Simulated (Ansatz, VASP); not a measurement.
Hg: VASP beside Ansatz

POSCAR

```
Hg
1.0
    5.4666960000      0.0000000000      0.0000000000
   -2.7333480000      4.7342980000      0.0000000000
    0.0000000000      0.0000000000      3.1852180000
Hg
3
Direct
    0.3333333333      0.6666666667      0.5000000000
    0.6666666667      0.3333333333      0.5000000000
    0.0000000000      0.0000000000      0.0000000000
```

INCAR.step1

```
PREC = Accurate
ENCUT = 520
ISMEAR = 0
SIGMA = 0.3
LREAL = False
LASPH = True
NELM = 80
NBANDS = 25
GGA = PE
ALGO = Normal
EDIFF = 1E-4
LWAVE = True
LCHARG = False
```

Contents of INCAR.step2:

```
PREC = Accurate
ENCUT = 520
EDIFF = 1E-7
ISMEAR = 0
SIGMA = 0.3
LREAL = False
LASPH = True
NELM = 80
ALGO = Normal
ISIF = 2
LWAVE = False
LCHARG = True
METAGGA = R2SCAN
LMIXTAU = True
IVDW = 13
VDW_S6 = 1.0
VDW_S8 = 0.6018749
VDW_A1 = 0.51559235
VDW_A2 = 5.77342911
LELF = True
LVHAR = True
NBANDS = 25
ISTART = 1
```

The input KPOINTS:

```
regular mesh
0
Gamma
  6 6 9
```

Input for Ansatz:

```yaml
crystal:
  lattice:
    - [5.466696, 0.0, 0.0]
    - [-2.733348, 4.734298, 0.0]
    - [0.0, 0.0, 3.185218]
  atoms:
    - { symbol: Hg, position: [0.3333333333333333, 0.6666666666666666, 0.5] }
    - { symbol: Hg, position: [0.6666666666666666, 0.3333333333333333, 0.5] }
    - { symbol: Hg, position: [0.0, 0.0, 0.0] }
kpoints:
  mp_grid:
    grid: [6, 6, 9]
hamiltonian:
  xc: r2scan
  dispersion: d4
scf:
  occupations:
    method: gaussian
    width: 0.3
output:
  stress: true
```

Alike in both runs: task single point; functional r2SCAN; dispersion D4; k mesh 6 × 6 × 9; occupations gaussian, width 0.3 eV; no spin polarisation.

|  | VASP | Ansatz |
| --- | --- | --- |
| version | VASP 6.6.1 | Ansatz 0.2.0 |
| potentials or method | VASP PAW PBE potentials, release 64 (Hg) | plane waves, PAW |
| plane-wave cutoff (eV) | 520 | 500 |
| valence electrons in the cell | 36 | 60 |

VASP gave:

* pressure (GPa): -0.9
* traceless stress, the component that is largest in VASP (GPa): -0.03

**Question.** Which values does Ansatz return?

**Answer.** Pressure (GPa): -1.1; traceless stress, the component that is largest in VASP (GPa): -0.07.

VASP's potentials were made for PBE, not for r2SCAN. VASP's potentials hold 36 valence electrons a cell and Ansatz's 60, so a difference there can come from the potentials and not from the codes.

Spin-orbit coupling is off throughout.
